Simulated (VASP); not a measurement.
AlCu6, 7 atoms in the cell. The structure is tetragonal, space group P4mm (No. 99). Conventional cell: a = 4.639 Å, b = 4.639 Å, c = 5.187 Å, α = 90.00°, β = 90.00°, γ = 90.00°. Al (site symmetry 4mm) has 8 Cu at 2.40 to 2.86 Å within 3.2 Å. Within 2.9 Å of Cu (site symmetry m) lie 6 Cu at 2.22 to 2.42 Å and 1 Al at 2.86 Å. Cu (site symmetry 2mm) has 2 Al at 2.40 Å and 4 Cu at 2.41 Å within 3.2 Å. 

| Property | Result |
| --- | --- |
| Program | VASP 6.6.1 |
| Task | relaxation of cell and atoms |
| Functional | PBE |
| Potentials or basis | VASP PAW PBE potentials, release 64 (Al, Cu) |
| Cutoff | 600 eV |
| k mesh | 4 × 4 × 3 |
| Occupations | gaussian, width 0.2 eV |
| Spin | no spin polarisation |
| Dipole correction | no |
| Further INCAR settings | ALGO = Normal; EDIFF = 1e-07; IBRION = 2; EDIFFG = -0.08; NSW = 36; ISIF = 3 |

Potentials or basis: VASP PAW PBE potentials, release 64 (Al, Cu).

The run is started by

```console
$ cat potpaw_PBE.64/Al/POTCAR potpaw_PBE.64/Cu/POTCAR > POTCAR
$ mpirun -np 1 vasp_std > vasp.out
```

Hardware: 1 thread of Intel(R) Xeon(R) Platinum 8559C (Emerald Rapids), with other jobs on the host.

Task: How long does it take, and how much memory?

Result: It took 19 min on 1 thread of Intel(R) Xeon(R) Platinum 8559C (Emerald Rapids), with other jobs on the host, peak memory 0.28 GiB. Counts: scf iterations 307, k points 12, ion steps 23.
